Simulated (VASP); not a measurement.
Wanted: the native input for a VASP 6.6.1 run.

```
Task                   : single point
Functional             : PBEsol
Potentials or basis    : VASP PAW PBE potentials, release 64 (Rh_pv)
Cutoff                 : 500 eV
k mesh                 : 9 × 9 × 9
Occupations            : fermi-dirac, width 0.1 eV
Spin                   : no spin polarisation
Dipole correction      : no
Further INCAR settings : ALGO = Normal; EDIFF = 1e-06; NBANDS = 14
```

The structure of Rh lies in POSCAR:

```
Rh
1.0
    2.6741126451      0.0000000000      0.0000000000
    1.3370563226      2.3158494833      0.0000000000
    1.3370563226      0.7719498278      2.1834038318
Rh
1
Direct
    0.0000000000      0.0000000000      0.0000000000
```

The input as run:

INCAR

```
ALGO = Normal
EDIFF = 1E-6
ENCUT = 500
GGA = PS
GGA_COMPAT = F
ISIF = 2
ISMEAR = -1
LASPH = T
LCHARG = F
LREAL = F
LWAVE = F
NBANDS = 14
NELM = 120
PREC = Accurate
SIGMA = 0.1
```

KPOINTS

```
k-points
0
Gamma
  9 9 9
```

Potentials or basis: VASP PAW PBE potentials, release 64 (Rh_pv).

The run is started by

```sh
$ cat potpaw_PBE.64/Rh_pv/POTCAR > POTCAR
$ mpirun -np 1 vasp_std > vasp.out
```

It gave:

| Item | Value |
| --- | --- |
| Pressure | 0.0 GPa |
| Band gap on the k mesh | zero (an odd number of electrons rules out a gap without spin polarisation) |

Caveat: the PAW data sets were made with another functional, which shifts forces and pressure a little.

It took 5.1 s on 1 thread of Intel(R) Xeon(R) Platinum 8375C CPU @ 2.90GHz (Ice Lake) (shared host), peak memory 0.13 GiB.
